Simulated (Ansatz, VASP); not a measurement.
**SiC in VASP and in Ansatz**

The input INCAR:

```
SYSTEM = SiC
ALGO     = Normal         ! electronic algorithm
EDIFF    = 1E-6           ! SCF threshold, eV
EDIFFG   = -0.01          ! ionic threshold
ENCUT    = 520            ! plane-wave cutoff, eV
GGA      = PE             ! functional
IBRION   = 2              ! ionic algorithm
ISIF     = 2              ! what is computed and relaxed
ISMEAR   = 0              ! smearing method
LASPH    = .True.         ! aspherical terms in the spheres
LCHARG   = .False.        ! write CHGCAR
LREAL    = .False.        ! projectors in reciprocal space
LWAVE    = .False.        ! write WAVECAR
NELM     = 60             ! most SCF steps
NSW      = 50             ! ionic steps
PREC     = Accurate       ! precision mode
SIGMA    = 0.05           ! smearing width, eV
```

File KPOINTS:

```
k-points
0
Gamma
  12 12 6
  0 0 0
```

Contents of POSCAR:

```
SiC
1.0
    3.0920366030      0.0000000000      0.0000000000
   -1.5460183015      2.6777822476      0.0000000000
    0.0000000000      0.0000000000      5.0738984874
Si C
2 2
Direct
    0.3333333333      0.6666666667      0.0045639005
    0.6666666667      0.3333333333      0.5045639005
    0.3333333333      0.6666666667      0.3804360995
    0.6666666667      0.3333333333      0.8804360995
```

Input for Ansatz:

```yaml
crystal:
  lattice:
    - [3.092036603, 0.0, 0.0]
    - [-1.5460183015, 2.6777822476, 0.0]
    - [0.0, 0.0, 5.0738984874]
  atoms:
    - { symbol: Si, position: [0.3333333333, 0.6666666667, 0.0045639005] }
    - { symbol: Si, position: [0.6666666667, 0.3333333333, 0.5045639005] }
    - { symbol: C, position: [0.3333333333, 0.6666666667, 0.3804360995] }
    - { symbol: C, position: [0.6666666667, 0.3333333333, 0.8804360995] }
basis:
  ecutwfc: 520.0
kpoints:
  mp_grid: { grid: [12, 12, 6] }
hamiltonian:
  xc: pbe
  pseudopotentials: { kind: paw, azcp: { folder: soft_1 } }
scf:
  occupations: { method: gaussian, width: 0.05 }
output:
  forces: true
  stress: true
  eigenvalues: true
relax:
  adjacent_minimum: "off"
  f_tol: 0.01
  max_steps: 30
```

Alike in both runs: task relaxation of the atoms; functional PBE; k mesh 12 × 12 × 6; occupations gaussian, width 0.05 eV; no spin polarisation.

```csv
,VASP,Ansatz
version,VASP 6.6.1,Ansatz 0.2.0
potentials or method,"VASP PAW PBE potentials, release 64 (Si, C), cutoff 520 eV","scalar-relativistic, plane waves, PAW"
valence electrons in the cell,16,16
```

|  | VASP | Ansatz | Ansatz less VASP |
| --- | --- | --- | --- |
| gap on the k mesh at the Fermi level, each at its own relaxed structure (eV) | 2.30 | 2.31 | +0.005 |

Ansatz's warnings: stress scf threshold loose.

Noted on VASP's run: the relaxation stopped at its first step, so nothing moved.
